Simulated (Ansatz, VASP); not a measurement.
## CuI: VASP beside Ansatz

File INCAR:

```
SYSTEM = CuI
PREC = Accurate
ENCUT = 520
EDIFF = 1E-7
ISMEAR = -1
SIGMA = 0.03
LREAL = .FALSE.
LASPH = .TRUE.
NELM = 100
ALGO = Normal
ISIF = 2
LWAVE = .FALSE.
LCHARG = .FALSE.
GGA = PE
NBANDS = 16
```

The input KPOINTS:

```
Automatic mesh
0
G
  9 9 9
  0 0 0
```

POSCAR

```
CuI
1.0
    0.0000000000      2.9905287613      2.9905287613
    2.9905287613      0.0000000000      2.9905287613
    2.9905287613      2.9905287613      0.0000000000
Cu I
1 1
Direct
    0.7500000000      0.7500000000      0.7500000000
    0.0000000000      0.0000000000      0.0000000000
```

Input for Ansatz:

```yaml
crystal:
  lattice:
    - [0.0, 2.9905287613, 2.9905287613]
    - [2.9905287613, 0.0, 2.9905287613]
    - [2.9905287613, 2.9905287613, 0.0]
  atoms:
    - { symbol: Cu, position: [0.75, 0.75, 0.75] }
    - { symbol: I, position: [0.0, 0.0, 0.0] }
kpoints:
  mp_grid: { grid: [9, 9, 9] }
scf:
  occupations: { method: fermi_dirac, width: 0.03 }
hamiltonian:
  xc: pbe
  pseudopotentials: { kind: all_electron, lapw: { basis_error: 0.001 } }
output:
  forces: true
  stress: true
  eigenvalues: true
```

Change from the starting cell: volume scaled by 0.96.

Alike in both runs: task single point; functional PBE; k mesh 9 × 9 × 9; occupations fermi-dirac, width 0.03 eV; no spin polarisation.

```csv
,VASP,Ansatz
version,VASP 6.6.1,Ansatz 0.2.0
potentials or method,"VASP PAW PBE potentials, release 64 (Cu, I), cutoff 520 eV","all-electron LAPW, scalar-relativistic"
```

VASP gave:

```
gap on the k mesh at the Fermi level (eV) : 1.26
pressure (GPa)                            : 2.2
```

Problem. Which values does Ansatz return?

Solution. gap on the k mesh at the Fermi level (eV): 1.23; pressure (GPa): 2.2.

Ansatz ran all-electron here, and VASP with PAW potentials.

Spin-orbit coupling is off throughout.
